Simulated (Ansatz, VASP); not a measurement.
**Ni in VASP and in Ansatz**

```
Ni
1.0
     2.57172    0.00000    0.00000
    -1.28586    2.22717    0.00000
     0.00000    0.00000    4.21167
Ni
2
Cartesian
  0.0000 1.4848 1.0529
  1.2859 0.7424 3.1588
```

Alike in both runs: task single point; functional revPBE; k mesh 16 × 16 × 9; occupations fermi-dirac, width 0.05 eV; collinear spin.

|  | VASP | Ansatz |
| --- | --- | --- |
| version | VASP 6.6.1 | Ansatz 0.2.0 |
| potentials or method | VASP PAW PBE potentials, release 64 (Ni), cutoff 520 eV | plane waves (420 eV) with PAW, scalar-relativistic |
| valence electrons in the cell | 20 | 36 |

|  | VASP | Ansatz | Ansatz less VASP |
| --- | --- | --- | --- |
| pressure (GPa) | -11.3 | -11.6 | -0.30 |
| traceless stress, the component that is largest in VASP (GPa) | 0.14 | 0.10 | -0.048 |
| net moment per atom (μB) | 0.68 | 0.71 | +0.023 |
| size of the moment on the site where the two differ most (μB) | 0.71 | 0.75 | +0.045 |

VASP's potentials were made for PBE, not for revPBE. Site moments also hang on the region over which each program counts them. VASP's potentials hold 20 valence electrons a cell and Ansatz's 36, so a difference there can come from the potentials and not from the codes.
